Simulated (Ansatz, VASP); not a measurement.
## Two plane-wave programs on NaI

Contents of INCAR:

```
SYSTEM = NaI
  PREC = Accurate
  ENCUT = 520
  EDIFF = 1E-6
  ISMEAR = 0
  SIGMA = 0.01
  LREAL = .False.
  LASPH = .True.
  NELM = 80
  ALGO = Normal
  ISIF = 2
  LWAVE = .False.
  LCHARG = .False.
  GGA = CA
  NBANDS = 14
```

Contents of KPOINTS:

```
Automatic mesh
0
Gamma
  6 6 6
  0 0 0
```

POSCAR

```
NaI
1.0
    4.0405366006      0.0000000000      0.0000000000
    0.0000000000      4.0405366006      0.0000000000
    0.0000000000      0.0000000000      4.0405366006
Na I
1 1
Direct
    0.0000000000      0.0000000000      0.0000000000
    0.5000000000      0.5000000000      0.5000000000
```

Input for Ansatz:

```yaml
crystal:
  lattice:
    - [4.0405366006, 0.0, 0.0]
    - [0.0, 4.0405366006, 0.0]
    - [0.0, 0.0, 4.0405366006]
  atoms:
    - { symbol: Na, position: [0.0, 0.0, 0.0] }
    - { symbol: I, position: [0.5, 0.5, 0.5] }
kpoints:
  mp_grid: { grid: [6, 6, 6] }
  band_path:
    path:
      - [0.0, 0.0, 0.0]
      - [0.0, 0.5, 0.0]
      - [0.5, 0.5, 0.0]
      - [0.5, 0.5, 0.5]
      - [0.0, 0.5, 0.5]
    npoints: 1
hamiltonian:
  xc: lda
scf:
  occupations: { method: fixed }
  n_extra_bands: 4
output:
  forces: true
  stress: true
  eigenvalues: true
```

Alike in both runs: task single point; functional LDA; k mesh 6 × 6 × 6; no spin polarisation.

```csv
,VASP,Ansatz
version,VASP 6.6.1,Ansatz 0.2.0
potentials or method,"VASP PAW LDA potentials, release 64 (Na_pv, I)","plane waves, PAW"
plane-wave cutoff (eV),520,420
occupations,"gaussian, width 0.01 eV",fixed
valence electrons in the cell,14,26
```

|  | VASP | Ansatz | Ansatz less VASP |
| --- | --- | --- | --- |
| gap on the k mesh at the Fermi level (eV) | 2.05 | 2.04 | -0.009 |
| pressure (GPa) | -1.6 | -1.7 | -0.04 |

LDA's correlation is that of Perdew and Zunger in VASP and of Perdew and Wang (1992) in Ansatz. VASP's potentials hold 14 valence electrons a cell and Ansatz's 26, so a difference there can come from the potentials and not from the codes.

Spin-orbit coupling is off throughout.
